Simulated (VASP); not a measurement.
# FeO in VASP: a series of runs

The runs below take FeO through single point, with PBE, PBE-based screened hybrid with 25 % exact exchange, PBEsol-based screened hybrid with 25 % exact exchange.

Program: VASP 6.6.1. These are calculated values, not measurements. Logs are shortened: lines on timing, memory, paths and dates and some standing lists are left out, and cuts for length are marked.

**1. The cell of the first run**

The typed cell holds 2 atoms: a = 2.612 Å, b = 2.612 Å, c = 2.612 Å, α = 90.00°, β = 90.00°, γ = 90.00°.

**2. Single point, PBE, collinear spin, ferromagnetic start (atoms moved at random)**

The input, INCAR:

```
SYSTEM = FeO
  PREC = Accurate
  ENCUT = 520
  EDIFF = 1E-6
  ISMEAR = -1
  SIGMA = 0.05
  LREAL = .False.
  LASPH = .True.
  NELM = 150
  ALGO = Normal
  ISIF = 2
  LWAVE = .False.
  LCHARG = .False.
  ISPIN = 2
  MAGMOM = 3 0
  LORBIT = 11
  LMAXMIX = 4
  GGA = PE
  NBANDS = 18
```

The input, KPOINTS:

```
regular mesh
0
Gamma
  10 10 10
  0 0 0
```

The input, POSCAR:

```
FeO
1.0
    2.6124696300      0.0000000000      0.0000000000
    0.0000000000      2.6124696300      0.0000000000
    0.0000000000      0.0000000000      2.6124696300
Fe O
1 1
Direct
    0.0125980000      0.0026840000     -0.0035830000
    0.4841330000      0.5022170000      0.5003560000
```

Potentials or basis: VASP PAW PBE potentials, release 64 (Fe, O).

Started as:

```bash
$ cat potpaw_PBE.64/Fe/POTCAR potpaw_PBE.64/O/POTCAR > POTCAR
$ mpirun -np 1 vasp_std > vasp.out
```

OUTCAR:

```text
SYSTEM = FeO
   PREC = Accurate
   ENCUT = 520
   EDIFF = 1E-6
   ISMEAR = -1
   LREAL = .False.
   LASPH = .True.
   NELM = 150
   ISIF = 2
   ISPIN = 2
   LORBIT = 11
   GGA = PE

 ion  position               nearest neighbor table
   1  0.013  0.003  0.996-   2 2.21   2 2.22   2 2.23   2 2.23   2 2.30   2 2.30   2 2.31   2 2.31

   2  0.484  0.502  0.500-   1 2.21   1 2.22   1 2.23   1 2.23   1 2.30   1 2.30   1 2.31   1 2.31

  LATTYP: Found a simple cubic cell.
 ALAT       =     2.6124696300

  Lattice vectors:

 A1 = (   2.6124696300,   0.0000000000,   0.0000000000)
 A2 = (   0.0000000000,   2.6124696300,   0.0000000000)
 A3 = (   0.0000000000,   0.0000000000,   2.6124696300)

Analysis of symmetry for initial positions (statically):
=====================================================================
 Subroutine PRICEL returns:
 Original cell was already a primitive cell.

 Routine SETGRP: Setting up the symmetry group for a
 simple cubic supercell.

 Subroutine GETGRP returns: Found  1 space group operations
 (whereof  1 operations were pure point group operations)
 out of a pool of 48 trial point group operations.

The static configuration has the point symmetry C_1 .

Analysis of symmetry for dynamics (positions and initial velocities):
=====================================================================
 Subroutine PRICEL returns:
 Original cell was already a primitive cell.

 Routine SETGRP: Setting up the symmetry group for a
 simple cubic supercell.

 Subroutine GETGRP returns: Found  1 space group operations
 (whereof  1 operations were pure point group operations)
 out of a pool of 48 trial point group operations.

The dynamic configuration has the point symmetry C_1 .

Analysis of structural, dynamic, and magnetic symmetry:
=====================================================================
 Subroutine PRICEL returns:
 Original cell was already a primitive cell.

 Routine SETGRP: Setting up the symmetry group for a
 simple cubic supercell.

 Subroutine GETGRP returns: Found  1 space group operations
 (whereof  1 operations were pure point group operations)
 out of a pool of 48 trial point group operations.

The overall configuration has the point symmetry C_1 .

 Subroutine INISYM returns: Found  1 space group operations
 (whereof  1 operations are pure point group operations),
 and found     1 'primitive' translations

----------------------------------------------------------------------------------------

                                     Primitive cell

  volume of cell :      17.8301
[... 105 lines left out ...]
   EFERMI_NEDOS =   21; number of points for ismear=-14 and -15
   IALGO  =     38    algorithm
   IMIX   =      4    mixing-type and parameters
     AMIX     =   0.40;   BMIX     =  1.00
     AMIX_MAG =   1.60;   BMIX_MAG =  1.00
  volume/ion in A,a.u.               =       8.92        60.16
  Fermi-wavevector in a.u.,A,eV,Ry     =   1.510311  2.854073 31.035406  2.281038
  Thomas-Fermi vector in A             =   2.620517
   LORBIT       =     11    0 simple, 1 ext, 2 COOP (PROOUT), +10 PAW based schemes
   GGA     = PE    functional components
   LHFCALC =     F    Hartree Fock is set to
   AEXX    =    0.0000 exact exchange contribution
   IVDW    =     0    specifies the selected vdW correction
   LEPSILON=     F    determine dielectric tensor
   LRPA    =     F    only Hartree local field effects (RPA)
 spin polarized calculation
  energy-cutoff  :      520.00
  volume of cell :       17.83
 maximum number of plane-waves:       500
   NGX =  9   NGY =  9   NGZ =  9

 number of electron      14.0000003 magnetization       3.9976496

 Free energy of the ion-electron system (eV)
  ---------------------------------------------------
  ext. energy  EPLUGINS =         0.00000000
  ---------------------------------------------------
  free energy    TOTEN  =       -14.35452869 eV

  energy without entropy =      -14.35246755  energy(sigma->0) =      -14.35349812

 E-fermi :   6.6552     XC(G=0): -12.9324

 val. band max:        6.6528316158   @ k =   0.2000   0.2000   0.0000
 cond. band min:       6.6580979529   @ k =  -0.2000   0.0000   0.2000
 fundamental gap:      0.0052663371
 Fermi energy:         6.6552006741

 spin component 1

 k-point     1 :       0.0000    0.0000    0.0000
  band No.  band energies     occupation
      1     -13.8673      1.00000
      2       1.9656      1.00000
      3       2.0373      1.00000
      4       3.6610      1.00000
      5       3.6630      1.00000
      6       3.8567      1.00000
[... 493 lines left out ...]
     17      34.5683      0.00000
     18      35.6171      0.00000

 [... further k-points ...]

 spin component 2

 k-point     1 :       0.0000    0.0000    0.0000
  band No.  band energies     occupation
      1     -13.2406      1.00000
      2       4.0809      1.00000
      3       4.4194      1.00000
      4       4.4426      1.00000
      5       4.5554      1.00000
      6       4.9368      1.00000
[... 493 lines left out ...]
     17      35.3036      0.00000
     18      36.2549      0.00000

 [... further k-points ...]
[... 5 lines left out ...]
  --------------------------------------------------------------------------------------
  -------------------------------------------------------------------------------------
  Total        1.0914107      1.0869965      1.0878790      0.0021964     -0.0003198     -0.0185873
  in kB       98.0720008     97.6753488     97.7546487      0.1973599     -0.0287397     -1.6702215
  external PRESSURE =      97.8339994 kB  Pullay stress =       0.0000000 kB

 VOLUME and BASIS-vectors are now :
 -----------------------------------------------------------------------------
  energy-cutoff  :      520.00
  volume of cell :       17.83
      direct lattice vectors                 reciprocal lattice vectors
     2.612469630  0.000000000  0.000000000     0.382779569  0.000000000  0.000000000
     0.000000000  2.612469630  0.000000000     0.000000000  0.382779569  0.000000000
     0.000000000  0.000000000  2.612469630     0.000000000  0.000000000  0.382779569

 POSITION                                       TOTAL-FORCE (eV/Angst)
 -----------------------------------------------------------------------------------
      0.03291      0.00701      2.60311        -0.132554     -0.002401      0.019631
      1.26478      1.31203      1.30716         0.132554      0.002401     -0.019631
 -----------------------------------------------------------------------------------
    total drift:                                0.000682     -0.000078      0.000071

  FREE ENERGIE OF THE ION-ELECTRON SYSTEM (eV)
  ---------------------------------------------------
  free  energy   TOTEN  =       -14.3545286894 eV

  energy  without entropy=      -14.3524675460  energy(sigma->0) =      -14.35349812

 total charge

# of ion       s       p       d       tot
------------------------------------------
    1        0.304   0.380   6.131   6.815
    2        1.570   3.409   0.000   4.979
--------------------------------------------------
tot          1.874   3.788   6.131  11.794

 magnetization (x)

# of ion       s       p       d       tot
------------------------------------------
    1        0.010   0.020   3.496   3.526
    2        0.029   0.346   0.000   0.375
--------------------------------------------------
tot          0.039   0.366   3.496   3.901
```

stdout:

```text
POSCAR found type information on POSCAR FeO
 POSCAR found :  2 types and       2 ions
 scaLAPACK will be used
 LDA part: xc-table for (Slater+PW92), standard interpolation
 POSCAR, INCAR and KPOINTS ok, starting setup
 FFT: planning ... GRIDC
 FFT: planning ... GRID_SOFT
 FFT: planning ... GRID
 WAVECAR not read
 entering main loop
```

Run time: 3.8 min. Hardware: 1 thread of Intel Xeon Platinum 8375C at 2.90GHz (Ice Lake), shared host; peak memory 0.33 GiB.

What came out:

- Free energy: -14.3545 eV
- Pressure: 9.8 GPa
- Largest force: 0.134 eV/Å
- Band gap on the k mesh: zero (filled and empty bands overlap)
- Net moment: 4.00 μB per cell
- Site moments: Fe +3.53; O +0.38 μB
- Valence electrons inside the program's atomic spheres: Fe 6.82; O 4.98

Forces in eV/Å, atoms in the order of the input:
```
Fe  -0.133 -0.002  0.020
O    0.133  0.002 -0.020
```

Stress tensor (GPa, compression positive):
```
 9.81  0.02 -0.17
 0.02  9.77  0.00
-0.17  0.00  9.78
```

Levels at points of the mesh, in eV from the Fermi level:
Spin up:
| k point | band 7 | band 8 | band 9 | band 10 | band 11 | band 12 |
| --- | --- | --- | --- | --- | --- | --- |
| (0.00, 0.00, 0.00) | -2.53 | -2.44 | -2.44 | 0.75 | 15.26 | 15.35 |
| (0.50, 0.00, 0.00) | -1.54 | -0.24 | -0.24 | 6.07 | 8.31 | 15.93 |
| (0.00, 0.50, 0.00) | -1.55 | -0.28 | -0.22 | 6.10 | 8.28 | 15.96 |
| (0.00, 0.00, 0.50) | -1.55 | -0.28 | -0.22 | 6.10 | 8.28 | 15.96 |
| (0.50, 0.50, 0.00) | -3.19 | -1.88 | -1.50 | 5.96 | 11.18 | 11.23 |
| (0.00, 0.50, 0.50) | -3.18 | -1.89 | -1.50 | 6.01 | 11.18 | 11.18 |
| (0.50, 0.00, 0.50) | -3.19 | -1.88 | -1.51 | 5.96 | 11.18 | 11.23 |
| (0.50, 0.50, 0.50) | -0.20 | -0.20 | -0.17 | 6.68 | 6.71 | 6.72 |
Spin down:
| k point | band 3 | band 4 | band 5 | band 6 | band 7 | band 8 |
| --- | --- | --- | --- | --- | --- | --- |
| (0.00, 0.00, 0.00) | -2.24 | -2.21 | -2.10 | -1.72 | 1.59 | 1.60 |
| (0.50, 0.00, 0.00) | -2.94 | -2.94 | -1.59 | 1.36 | 1.71 | 2.60 |
| (0.00, 0.50, 0.00) | -2.95 | -2.90 | -1.59 | 1.34 | 1.71 | 2.55 |
| (0.00, 0.00, 0.50) | -2.95 | -2.90 | -1.60 | 1.35 | 1.71 | 2.54 |
| (0.50, 0.50, 0.00) | -5.83 | -1.64 | -1.33 | 0.39 | 0.70 | 0.78 |
| (0.00, 0.50, 0.50) | -5.84 | -1.66 | -1.31 | 0.47 | 0.71 | 0.72 |
| (0.50, 0.00, 0.50) | -5.83 | -1.64 | -1.33 | 0.39 | 0.70 | 0.78 |
| (0.50, 0.50, 0.50) | -6.31 | -6.30 | 1.78 | 1.78 | 2.96 | 2.96 |

Caveat: the cell differs from its parent crystal (atoms moved at random); the cell stands under pressure; a cell with one magnetic atom can't hold antiferromagnetic order, which such compounds often take; semilocal functionals often make such compounds metallic where correlation or magnetic order opens a gap, which also shifts bond lengths.

(Continued in part 2 of 2.)
